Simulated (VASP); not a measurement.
Wanted: the native input for a VASP 6.6.1 run.

```yaml
Task: single point
Functional: r2SCAN
Potentials_or_basis: VASP PAW PBE potentials, release 64 (Cd, Se)
Cutoff: 550 eV
k_mesh: 8 × 8 × 8
Occupations: gaussian, width 0.01 eV
Spin: no spin polarisation
Dipole_correction: no
Further_INCAR_settings: ALGO = Normal; EDIFF = 1e-06; NBANDS = 16
```

Crystal: CdSe.

```xyz
2
Lattice="0.0000 3.0678 3.0678 3.1697 0.0000 3.0678 3.1697 3.0678 0.0000" Properties=species:S:1:pos:R:3 pbc="T T T"
Cd    0.0000    0.0000    0.0000
Se    4.7545    4.6017    4.6017
```

This cell differs from its parent crystal: uniaxial x strain +3.3%.

The input as run:

POSCAR

```
CdSe
1.0
    0.0000000000      3.0678017004      3.0678017004
    3.1696527169      0.0000000000      3.0678017004
    3.1696527169      3.0678017004      0.0000000000
Cd Se
1 1
Direct
    0.0000000000      0.0000000000      0.0000000000
    0.7500000000      0.7500000000      0.7500000000
```

INCAR.step1

```
PREC = Accurate
ENCUT = 550
ISMEAR = 0
SIGMA = 0.01
LREAL = False
LASPH = True
NELM = 120
NBANDS = 16
GGA = PE
ALGO = Normal
EDIFF = 1E-5
LWAVE = True
LCHARG = False
GGA_COMPAT = False
```

INCAR.step2

```
PREC = Accurate
ENCUT = 550
EDIFF = 1E-6
ISMEAR = 0
SIGMA = 0.01
LREAL = False
LASPH = True
NELM = 120
ALGO = Normal
ISIF = 2
LWAVE = False
LCHARG = False
METAGGA = R2SCAN
LMIXTAU = True
NBANDS = 16
ISTART = 1
GGA_COMPAT = False
```

KPOINTS

```
Automatic mesh
0
Gamma
  8 8 8
```

Potentials or basis: VASP PAW PBE potentials, release 64 (Cd, Se).

The run is started by

```console
$ cat potpaw_PBE.64/Cd/POTCAR potpaw_PBE.64/Se/POTCAR > POTCAR
$ cp INCAR.step1 INCAR
$ mpirun -np 1 vasp_std > vasp.out
$ cp INCAR.step2 INCAR
$ mpirun -np 1 vasp_std > vasp.out
```

Results of the run:

The pressure is -1.4 GPa and the band gap on the k mesh is 0.92 eV.

Caveat: the cell differs from its parent crystal (uniaxial x strain +3.3%); the PAW data sets were made with another functional, which shifts forces and pressure a little.

Run time: 2.4 min on 1 thread of AMD EPYC 9R45 96-Core Processor (Zen 5), on a shared host, peak memory 0.22 GiB.
